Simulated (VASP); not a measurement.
Ir, 1 atom in the cell. It takes space group Immm (No. 71, orthorhombic). The conventional cell has a = 2.705 Å, b = 2.725 Å, c = 3.839 Å, α = 90.00°, β = 90.00°, γ = 90.00°. Ir (site symmetry mmm) has 12 Ir at 2.70 to 2.73 Å within 3.6 Å.  This cell differs from its parent crystal: strain +0.0075 x Voigt [0, 0, 0, 0, 0, 1].

* Program: VASP 6.6.1
* Task: single point
* Functional: PBEsol
* Potentials or basis: VASP PAW PBE potentials, release 64 (Ir)
* Cutoff: 520 eV
* k mesh: 22 × 22 × 22
* Occupations: gaussian, width 0.15 eV
* Spin: no spin polarisation
* Dipole correction: no
* Further INCAR settings: ALGO = Fast; EDIFF = 1e-06; NBANDS = 10

Potentials or basis: VASP PAW PBE potentials, release 64 (Ir).

Launch:

```console
$ cat potpaw_PBE.64/Ir/POTCAR > POTCAR
$ mpirun -np 1 vasp_std > vasp.out
```

Hardware: 1 thread of Intel(R) Xeon(R) Platinum 8259CL CPU @ 2.50GHz (Skylake/Cascade Lake) (shared host).

Estimate the wall time of this run.

Wall time 4.4 min on 1 thread of Intel(R) Xeon(R) Platinum 8259CL CPU @ 2.50GHz (Skylake/Cascade Lake), on a shared host, peak memory 0.33 GiB. Counts: scf iterations 16, k points 1530.
